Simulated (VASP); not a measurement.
A run of VASP 6.6.1:

INCAR

```
SYSTEM = Ga
PREC = Accurate
ENCUT = 520
EDIFF = 1E-7
ISMEAR = -1
SIGMA = 0.08
LREAL = .FALSE.
LASPH = .TRUE.
NELM = 80
ALGO = Normal
ISIF = 2
LWAVE = .FALSE.
LCHARG = .FALSE.
GGA = PE
NBANDS = 20
```

File KPOINTS:

```
regular mesh
0
G
  13 13 13
  0 0 0
```

POSCAR

```
Ga
1.0
    0.0000000000      2.6829282106      2.6829282106
    2.6829282106      0.0000000000      2.6829282106
    2.6829282106      2.6829282106      0.0000000000
Ga
2
Direct
   -0.1250000000     -0.1250000000     -0.1250000000
    0.1250000000      0.1250000000      0.1250000000
```

Potentials or basis: VASP PAW PBE potentials, release 64 (Ga_d).

Command:

```bash
$ cat potpaw_PBE.64/Ga_d/POTCAR > POTCAR
$ mpirun -np 1 vasp_std > vasp.out
```

Hardware: 1 thread of Intel Xeon 6975P-C (shared host).

Q: Estimate the wall time of this run.

A: It took 38 s on 1 thread of Intel Xeon 6975P-C (shared host), peak memory 0.19 GiB. Counts: scf iterations 13, k points 84.
